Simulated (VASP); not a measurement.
Input of a VASP 6.6.1 run:

The input INCAR:

```
PREC     = Accurate       # precision mode
ENCUT    = 520            # plane-wave cutoff, eV
EDIFF    = 1E-7           # SCF threshold, eV
ISMEAR   = 0              # smearing method
SIGMA    = 0.05           # smearing width, eV
LREAL    = False          # projectors in reciprocal space
LASPH    = True           # aspherical terms in the spheres
NELM     = 150            # most SCF steps
ALGO     = Normal         # electronic algorithm
ISIF     = 2              # what is computed and relaxed
LWAVE    = False          # write WAVECAR
LCHARG   = True           # write CHGCAR
ISPIN    = 2              # spin polarisation
MAGMOM   = 0 2.98 2.98 2.98 # initial moments
LORBIT   = 11             # projections on sites
LMAXMIX  = 4              # l up to which the mixer works
GGA      = PS             # functional
LELF     = True           # ELF
LVHAR    = True         
NBANDS   = 29             # bands
```

Contents of KPOINTS:

```
Automatic mesh
0
Gamma
  8 8 8
```

POSCAR

```
SrFe3
1.0
    4.1411954389      0.0000000000      0.0000000000
    0.0000000000      4.1411954389      0.0000000000
    0.0000000000      0.0000000000      4.1411954389
Sr Fe
1 3
Direct
    0.0000000000      0.0000000000      0.0000000000
    0.0000000000      0.5000000000      0.5000000000
    0.5000000000      0.5000000000      0.0000000000
    0.5000000000      0.0000000000      0.5000000000
```

Potentials or basis: VASP PAW PBE potentials, release 64 (Sr_sv, Fe).

Run with:

```bash
$ cat potpaw_PBE.64/Sr_sv/POTCAR potpaw_PBE.64/Fe/POTCAR > POTCAR
$ mpirun -np 1 vasp_std > vasp.out
```

(1) Estimate the pressure.

(2) What does it give for the site moments?

Answers

(1) -6.4 GPa.

(2) Sr -0.09; Fe +2.63 μB.

Caveat: the cell stands under tension; the PAW data sets were made with another functional, which shifts forces and pressure a little.
